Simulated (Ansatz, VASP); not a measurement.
# Ge: VASP beside Ansatz

The input INCAR:

```
SYSTEM = Ge
ALGO     = Normal         ! electronic algorithm
EDIFF    = 1E-7           ! SCF threshold, eV
ENCUT    = 520            ! plane-wave cutoff, eV
ISIF     = 2              ! what is computed and relaxed
ISMEAR   = 0              ! smearing method
LASPH    = .True.         ! aspherical terms in the spheres
LCHARG   = .False.        ! write CHGCAR
LREAL    = .False.        ! projectors in reciprocal space
LWAVE    = .False.        ! write WAVECAR
NBANDS   = 21             ! bands
NELM     = 80             ! most SCF steps
PREC     = Accurate       ! precision mode
SIGMA    = 0.15           ! smearing width, eV
```

Contents of KPOINTS:

```
k-points
0
Gamma
  16 16 16
  0 0 0
```

File POSCAR:

```
Ge
1.0
    0.0000000000      2.7072052633      2.7072052633
    2.7072052633      0.0000000000      2.7072052633
    2.7072052633      2.7072052633      0.0000000000
Ge
2
Direct
    0.5000000000      0.5000000000      0.5000000000
    0.7500000000      0.7500000000      0.7500000000
```

Input for Ansatz:

```yaml
crystal:
  lattice:
    - [0.0, 2.7072052633, 2.7072052633]
    - [2.7072052633, 0.0, 2.7072052633]
    - [2.7072052633, 2.7072052633, 0.0]
  atoms:
    - { symbol: Ge, position: [0.5, 0.5, 0.5] }
    - { symbol: Ge, position: [0.75, 0.75, 0.75] }
basis:
  ecutwfc: 420
kpoints:
  mp_grid: { grid: [16, 16, 16] }
hamiltonian:
  xc: lda
scf:
  occupations: { method: gaussian, width: 0.15 }
output:
  forces: true
  stress: true
  eigenvalues: true
  write_density: true
  write_potential: true
  elf: true
  volumetric_format: npy
```

Alike in both runs: task single point; functional LDA; k mesh 16 × 16 × 16; occupations gaussian, width 0.15 eV; no spin polarisation.

```csv
,VASP,Ansatz
version,VASP 6.6.1,Ansatz 0.2.0
potentials or method,"VASP PAW LDA potentials, release 64 (Ge_d), cutoff 520 eV","scalar-relativistic, plane waves, PAW"
valence electrons in the cell,28,28
```

```csv
,VASP,Ansatz,Ansatz less VASP
gap on the k mesh at the Fermi level (eV),0.30,0.30,-0.002
least direct gap on the mesh (eV),1.11,1.06,-0.050
pressure (GPa),10.8,10.6,-0.21
```

LDA's correlation is that of Perdew and Zunger in VASP and of Perdew and Wang (1992) in Ansatz.
